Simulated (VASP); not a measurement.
# BN (Fmm2) in VASP: single point with PBEsol

Aim: the single point of BN with PBEsol.

All numbers are computed with VASP 6.6.1; they aren't measurements. Logs are shortened: lines on timing, memory, paths and dates and some standing lists are left out, and cuts for length are marked.

## Step 1: The cell of the first run

Symmetry: Fmm2, No. 42, orthorhombic system. Conventional cell: a = 2.504 Å, b = 7.134 Å, c = 4.335 Å, α = 90.00°, β = 90.00°, γ = 90.00°. B (site symmetry mm2) has 3 N at 1.45 Å within 1.9 Å. Within 1.9 Å of N (site symmetry mm2) lie 3 B at 1.45 Å.

## Step 2: Single point, PBEsol

Input file INCAR:

```
SYSTEM = BN
PREC     = Accurate       ! precision mode
ENCUT    = 600            ! plane-wave cutoff, eV
EDIFF    = 1E-6           ! SCF threshold, eV
ISMEAR   = 0              ! smearing method
SIGMA    = 0.02           ! smearing width, eV
LREAL    = .False.        ! projectors in reciprocal space
LASPH    = .True.         ! aspherical terms in the spheres
NELM     = 120            ! most SCF steps
ALGO     = Normal         ! electronic algorithm
ISIF     = 2              ! what is computed and relaxed
LWAVE    = .False.        ! write WAVECAR
LCHARG   = .False.        ! write CHGCAR
GGA      = PS             ! functional
NBANDS   = 11             ! bands
GGA_COMPAT= .False.
```

Input file KPOINTS:

```
Automatic mesh
0
Gamma
  8 8 8
  0 0 0
```

Input file POSCAR:

```
BN
1.0
    0.0000000000      3.5672113128      2.1672796595
    1.2521403593      0.0000000000      2.1672796595
    1.2521403593      3.5672113128      0.0000000000
B N
1 1
Direct
    0.0000641993      0.0000641993      0.9999358007
    0.6666357907      0.6666357907      0.3333642093
```

Potentials or basis: VASP PAW PBE potentials, release 64 (B, N).

On the command line:

```bash
> cat potpaw_PBE.64/B/POTCAR potpaw_PBE.64/N/POTCAR > POTCAR
> mpirun -np 1 vasp_std > vasp.out
```

OUTCAR:

```text
SYSTEM = BN
   PREC = Accurate
   ENCUT = 600
   EDIFF = 1E-6
   ISMEAR = 0
   LREAL = .False.
   LASPH = .True.
   NELM = 120
   ISIF = 2
   GGA = PS

 ion  position               nearest neighbor table
   1  0.000  0.000  1.000-   2 1.45   2 1.45   2 1.45
   2  0.667  0.667  0.333-   1 1.45   1 1.45   1 1.45

  LATTYP: Found a face centered orthorhombic cell.
 ALAT       =     2.5042807186
 B/A-ratio  =     1.7308599978
 C/A-ratio  =     2.8488909301

  Lattice vectors:

 A1 = (  -0.0000000000,   3.5672113128,   2.1672796595)
 A2 = (  -1.2521403593,   3.5672113128,   0.0000000000)
 A3 = (  -1.2521403593,   0.0000000000,   2.1672796595)

Analysis of symmetry for initial positions (statically):
=====================================================================
 Subroutine PRICEL returns:
 Original cell was already a primitive cell.

 Routine SETGRP: Setting up the symmetry group for a
 face centered orthorhombic supercell.

 Subroutine GETGRP returns: Found  4 space group operations
 (whereof  4 operations were pure point group operations)
 out of a pool of  8 trial point group operations.

The static configuration has the point symmetry C_2v.

Analysis of symmetry for dynamics (positions and initial velocities):
=====================================================================
 Subroutine PRICEL returns:
 Original cell was already a primitive cell.

 Routine SETGRP: Setting up the symmetry group for a
 face centered orthorhombic supercell.

 Subroutine GETGRP returns: Found  4 space group operations
 (whereof  4 operations were pure point group operations)
 out of a pool of  8 trial point group operations.

The dynamic configuration has the point symmetry C_2v.

 Subroutine INISYM returns: Found  4 space group operations
 (whereof  4 operations are pure point group operations),
 and found     1 'primitive' translations

----------------------------------------------------------------------------------------

                                     Primitive cell

  volume of cell :      19.3610

  direct lattice vectors                    reciprocal lattice vectors
     0.000000000  3.567211313  2.167279660    -0.399316256  0.140165512  0.230703960
     1.252140359  0.000000000  2.167279660     0.399316256 -0.140165512  0.230703960
     1.252140359  3.567211313  0.000000000     0.399316256  0.140165512 -0.230703960

  length of vectors
     4.173978638  2.502989533  3.780588847     0.482000166  0.482000166  0.482000166

  position of ions in fractional coordinates (direct lattice)
     0.000064199  0.000064199  0.999935801
     0.666635791  0.666635791  0.333364209

[... 87 lines left out ...]
   NELECT =       8.0000    total number of electrons
   NUPDOWN=      -1.0000    fix difference up-down
   EMIN   =  10.00;   EMAX   =-10.00  energy-range for DOS
   EFERMI =   0.00;   METHOD = LEGACY
   ISMEAR =     0;   SIGMA  =   0.02  broadening in eV -4-tet -1-fermi 0-gaus
   EFERMI_NEDOS =   21; number of points for ismear=-14 and -15
   IALGO  =     38    algorithm
   IMIX   =      4    mixing-type and parameters
     AMIX     =   0.40;   BMIX     =  1.00
     AMIX_MAG =   1.60;   BMIX_MAG =  1.00
  volume/ion in A,a.u.               =       9.68        65.33
  Fermi-wavevector in a.u.,A,eV,Ry     =   1.219352  2.304242 20.229417  1.486820
  Thomas-Fermi vector in A             =   2.354607
   LORBIT       =      0    0 simple, 1 ext, 2 COOP (PROOUT), +10 PAW based schemes
   GGA     = PS    functional components
   LHFCALC =     F    Hartree Fock is set to
   AEXX    =    0.0000 exact exchange contribution
   IVDW    =     0    specifies the selected vdW correction
   LEPSILON=     F    determine dielectric tensor
   LRPA    =     F    only Hartree local field effects (RPA)
 non-spin polarized calculation
 Gauss-broadening in eV      SIGMA  =   0.02
  energy-cutoff  :      600.00
  volume of cell :       19.36
 maximum number of plane-waves:       664
 NGX is ok and might be reduce to    36
   NGX = 17   NGY =  9   NGZ = 15

 number of electron       8.0000000 magnetization

 Free energy of the ion-electron system (eV)
  ---------------------------------------------------
  ext. energy  EPLUGINS =         0.00000000
  ---------------------------------------------------
  free energy    TOTEN  =       -18.28708737 eV

  energy without entropy =      -18.28708737  energy(sigma->0) =      -18.28708737

 E-fermi :   1.9034     XC(G=0):  -9.8215

 val. band max:        1.7313603349   @ k =   0.5000  -0.3750   0.1250
 cond. band min:       5.5495672728   @ k =   0.0000   0.5000   0.5000
 fundamental gap:      3.8182069379
 Fermi energy:         1.9033807366

 k-point     1 :       0.0000    0.0000    0.0000
  band No.  band energies     occupation
      1     -16.0676      2.00000
      2      -2.8570      2.00000
      3       0.3419      2.00000
      4       0.3433      2.00000
      5       6.3262      0.00000
      6      13.1921      0.00000
      7      13.2489      0.00000
      8      14.6134      0.00000
      9      16.0343      0.00000
     10      27.0526      0.00000
     11      27.7012      0.00000
[... 309 lines left out ...]
 k-point    24 :       0.3750   -0.0000    0.1250
  band No.  band energies     occupation
      1     -14.8239      2.00000
      2      -3.4451      2.00000
      3      -2.1006      2.00000
      4      -1.2866      2.00000
      5       9.3427      0.00000
      6      11.7774      0.00000
      7      13.0136      0.00000
      8      17.6935      0.00000
      9      18.4025      0.00000
     10      22.1054      0.00000
     11      26.4924      0.00000

 [... further k-points ...]

------------------------ aborting loop because EDIFF is reached ----------------------------------------

  FORCE on cell =-STRESS in cart. coord.  units (eV):
  Direction    XX          YY          ZZ          XY          YZ          ZX
  --------------------------------------------------------------------------------------
  -------------------------------------------------------------------------------------
  Total        0.0650104     -0.0297840      0.0651547      0.0000000      0.0000000      0.0000000
  in kB        5.3798060     -2.4647184      5.3917507      0.0000000      0.0000000      0.0000000
  external PRESSURE =       2.7689461 kB  Pullay stress =       0.0000000 kB

 VOLUME and BASIS-vectors are now :
 -----------------------------------------------------------------------------
  energy-cutoff  :      600.00
  volume of cell :       19.36
      direct lattice vectors                 reciprocal lattice vectors
     0.000000000  3.567211313  2.167279660    -0.399316256  0.140165512  0.230703960
     1.252140359  0.000000000  2.167279660     0.399316256 -0.140165512  0.230703960
     1.252140359  3.567211313  0.000000000     0.399316256  0.140165512 -0.230703960

 POSITION                                       TOTAL-FORCE (eV/Angst)
 -----------------------------------------------------------------------------------
      1.25214      3.56721      0.00028         0.000000      0.000000      0.000766
      1.25214      3.56721      2.88957         0.000000      0.000000     -0.000766
 -----------------------------------------------------------------------------------
    total drift:                                0.000005     -0.000001     -0.000087

  FREE ENERGIE OF THE ION-ELECTRON SYSTEM (eV)
  ---------------------------------------------------
  free  energy   TOTEN  =       -18.2870873706 eV

  energy  without entropy=      -18.2870873706  energy(sigma->0) =      -18.28708737
```

OSZICAR:

```text
N       E                     dE             d eps       ncg     rms          rms(c)
DAV:   1     0.181332487332E+02    0.18133E+02   -0.49924E+03  2114   0.761E+02
DAV:   2    -0.189946866674E+02   -0.37128E+02   -0.35269E+02  2508   0.181E+02
DAV:   3    -0.200462975888E+02   -0.10516E+01   -0.10496E+01  2571   0.278E+01
DAV:   4    -0.200499600207E+02   -0.36624E-02   -0.36623E-02  2350   0.176E+00
DAV:   5    -0.200499761229E+02   -0.16102E-04   -0.16102E-04  2566   0.107E-01    0.781E+00
DAV:   6    -0.184960260154E+02    0.15540E+01   -0.49397E+00  2525   0.129E+01    0.361E+00
DAV:   7    -0.183313525106E+02    0.16467E+00   -0.23398E-01  2432   0.351E+00    0.217E+00
DAV:   8    -0.182863412599E+02    0.45011E-01   -0.11793E-01  2465   0.208E+00    0.239E-01
DAV:   9    -0.182866215092E+02   -0.28025E-03   -0.27730E-03  2303   0.436E-01    0.133E-01
DAV:  10    -0.182870542000E+02   -0.43269E-03   -0.55995E-04  2365   0.172E-01    0.249E-02
DAV:  11    -0.182870867834E+02   -0.32583E-04   -0.55077E-05  2456   0.483E-02    0.207E-02
DAV:  12    -0.182870871387E+02   -0.35531E-06   -0.10685E-05  2376   0.223E-02    0.162E-03
DAV:  13    -0.182870873706E+02   -0.23182E-06   -0.37843E-07  1524   0.559E-03
   1 F= -.18287087E+02 E0= -.18287087E+02  d E =-.328227E-36
```

stdout:

```text
POSCAR found type information on POSCAR B N
 POSCAR found :  2 types and       2 ions
 scaLAPACK will be used
 -----------------------------------------------------------------------------
|                                                                             |
|                                                                             |
|     You enforced a specific xc type in the INCAR file but a different       |
|     I HOPE YOU KNOW WHAT YOU ARE DOING!                                     |
|                                                                             |
 -----------------------------------------------------------------------------

 LDA part: xc-table for (Slater+PW92), standard interpolation
 POSCAR, INCAR and KPOINTS ok, starting setup
 FFT: planning ... GRIDC
 FFT: planning ... GRID_SOFT
 FFT: planning ... GRID
 WAVECAR not read
 entering main loop
```

Run time: 41 s. Hardware: 1 thread of Intel Xeon 8259CL, shared host; peak memory 0.16 GiB.

What came out:

| Property | Result |
| --- | --- |
| Free energy | -18.2871 eV |
| Pressure | 0.3 GPa |
| Band gap on the k mesh | 3.82 eV (least direct gap 4.74 eV) |

Stress tensor (GPa, compression positive):
```
 0.54  0.00  0.00
 0.00 -0.25  0.00
 0.00  0.00  0.54
```

Levels at points of the mesh, in eV from the valence-band top:
```tsv
k point	band 1	band 2	band 3	band 4	band 5	band 6	band 7	band 8	band 9
(0.00, 0.00, 0.00)	-17.80	-4.59	-1.39	-1.39	4.59	11.46	11.52	12.88	14.30
(0.50, 0.00, 0.00)	-14.60	-8.99	-4.20	-1.01	4.56	9.73	13.04	15.22	19.32
(0.50, 0.50, 0.00)	-14.64	-9.07	-4.20	-0.57	5.63	9.31	11.97	13.45	19.06
(0.50, 0.00, 0.50)	-17.63	-6.10	-1.41	-1.38	9.21	11.43	11.48	11.70	15.37
(0.00, 0.50, 0.50)	-14.55	-8.91	-4.23	-1.42	3.82	9.83	14.18	18.15	18.81
```

Caveat: the PAW data sets were made with another functional, which shifts forces and pressure a little. A k mesh can miss the band edges.
